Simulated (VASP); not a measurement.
Here is a VASP 6.6.1 calculation.

Contents of INCAR:

```
PREC = Accurate ; ENCUT = 520
EDIFF = 1E-6 ; ISMEAR = 0
SIGMA = 0.15 ; LREAL = F
LASPH = T ; NELM = 80
ALGO = Fast ; ISIF = 2
LWAVE = F ; LCHARG = F
GGA = PE ; IVDW = 12
NBANDS = 10
```

KPOINTS

```
regular mesh
0
Gamma
  16 16 12
```

The input POSCAR:

```
Li
1.0
    0.0000000000     -2.0886081792     -2.0886081792
    0.0000000000      2.0886081792     -2.0886081792
    4.1772163584      0.0000000000      0.0000000000
Li
2
Direct
    0.5813939166      0.4186060834      0.5000000000
   -0.0813939166      0.0813939166      0.0000000000
```

Potentials or basis: VASP PAW PBE potentials, release 64 (Li_sv).

Run with:

```sh
$ cat potpaw_PBE.64/Li_sv/POTCAR > POTCAR
$ mpirun -np 1 vasp_std > vasp.out
```

**Question.** What does it give for the band gap on the k mesh?

**Answer.** Zero (bands 3 and 4 overlap by 5.31 eV).

**Question.** Predict the dispersion energy per atom.

**Answer.** -0.189 eV.

**Question.** What does it give for the largest force?

**Answer.** 0.523 eV/Å.

Forces on the atoms (eV/Å):
```
Li   0.000  0.523  0.000
Li   0.000 -0.523  0.000
```

Caveat: the cell differs from its parent crystal (atoms displaced along a vibrational mode).
